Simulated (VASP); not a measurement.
Here is a VASP 6.6.1 calculation.

Contents of POSCAR:

```
Cd
1.0
    0.0000000000      3.0400000000      3.0400000000
    3.0400000000      0.0000000000      3.0400000000
    3.0400000000      3.0400000000      0.0000000000
Cd
2
Direct
    0.0000000000      0.0000000000      0.0000000000
    0.2500000000      0.2500000000      0.2500000000
```

The input INCAR.step1:

```
SYSTEM = Cd
ALGO = Normal
EDIFF = 1E-5
EDIFFG = -0.005
ENCUT = 600
GGA = PE
GGA_COMPAT = .FALSE.
IBRION = 2
ISIF = 3
ISMEAR = 0
LASPH = .TRUE.
LCHARG = .FALSE.
LREAL = .FALSE.
LWAVE = .TRUE.
NELM = 120
NELMIN = 4
NSW = 100
PREC = Accurate
SIGMA = 0.1
```

File INCAR.step2:

```
SYSTEM = Cd
ALGO = Normal
EDIFF = 1E-7
EDIFFG = -0.03
ENCUT = 600
GGA_COMPAT = .FALSE.
IBRION = 2
ISIF = 3
ISMEAR = 0
ISTART = 1
LASPH = .TRUE.
LCHARG = .FALSE.
LMIXTAU = .TRUE.
LREAL = .FALSE.
LWAVE = .FALSE.
METAGGA = R2SCAN
NELM = 120
NELMIN = 4
NSW = 80
PREC = Accurate
SIGMA = 0.1
```

KPOINTS

```
k-points
0
G
  5 5 5
  0 0 0
```

Potentials or basis: VASP PAW PBE potentials, release 64 (Cd_sv_GW).

Run with:

```bash
$ cat potpaw_PBE.64/Cd_sv_GW/POTCAR > POTCAR
$ cp INCAR.step1 INCAR
$ mpirun -np 1 vasp_std > vasp.out
$ cp INCAR.step2 INCAR
$ mpirun -np 1 vasp_std > vasp.out
```

**Question.** Estimate the relaxed cell.

**Answer.** a = 4.494 Å, b = 4.494 Å, c = 4.494 Å, α = 60.00°, β = 60.00°, γ = 60.00°.

**Question.** What does it give for the relaxed volume?

**Answer.** 32.10 Å³/atom.

**Question.** Predict the space group after relaxing (to 0.1 Å).

**Answer.** Fd-3m (No. 227).

The path:
| step | energy change (eV) | largest force (eV/Å) | pressure (GPa) | volume (Å³) |
| --- | --- | --- | --- | --- |
| 1 | 0.0000 | 0.0000 | 7.09 | 56.19 |
| 2 | -0.1449 | 0.0000 | -1.42 | 66.92 |
| 3 | -0.1575 | 0.0000 | 0.02 | 64.19 |

Caveat: the PAW data sets were made with another functional, which shifts forces and pressure a little.
